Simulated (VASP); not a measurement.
**Ni: single point with PBEsol**

The system is Ni.

```xyz
4
Lattice="2.4121 0.0000 0.0000 -1.2060 2.0889 0.0000 0.0000 0.0000 7.9018" Properties=species:S:1:pos:R:3 pbc="T T T"
Ni    1.2060    2.0889    0.0000
Ni    1.2060    2.0889    3.9509
Ni    0.0000    1.3926    1.9754
Ni    1.2060    0.6963    5.9263
```

This isn't the form of Ni at room conditions, which is fcc.

```yaml
Program: VASP 6.6.1
Task: single point
Functional: PBEsol
Potentials_or_basis: VASP PAW PBE potentials, release 64 (Ni)
Cutoff: 520 eV
k_mesh: 17 × 17 × 5
Occupations: fermi-dirac, width 0.1 eV
Spin: no spin polarisation
```

The pressure is 10.4 GPa. The band gap on the k mesh is zero (bands 20 and 21 overlap by 0.65 eV).

Levels at points of the mesh, in eV from the Fermi level:
```csv
k point,band 16,band 17,band 18,band 19,band 20,band 21,band 22,band 23,band 24,band 25
"(0.00, 0.00, 0.00)",-1.10,-1.10,-0.77,-0.77,-0.50,-0.50,-0.42,-0.09,-0.09,6.62
```

Wall time 48 s on 1 thread of Intel(R) Xeon(R) 6975P-C (Granite Rapids), on a shared host, peak memory 0.2 GiB.

Caveat: the cell stands under pressure; the PAW data sets were made with another functional, which shifts forces and pressure a little; the run has no spin polarisation, though such a crystal can be magnetic. Spin polarisation is off, so any magnetic state and its effect on volume and gap are missing.
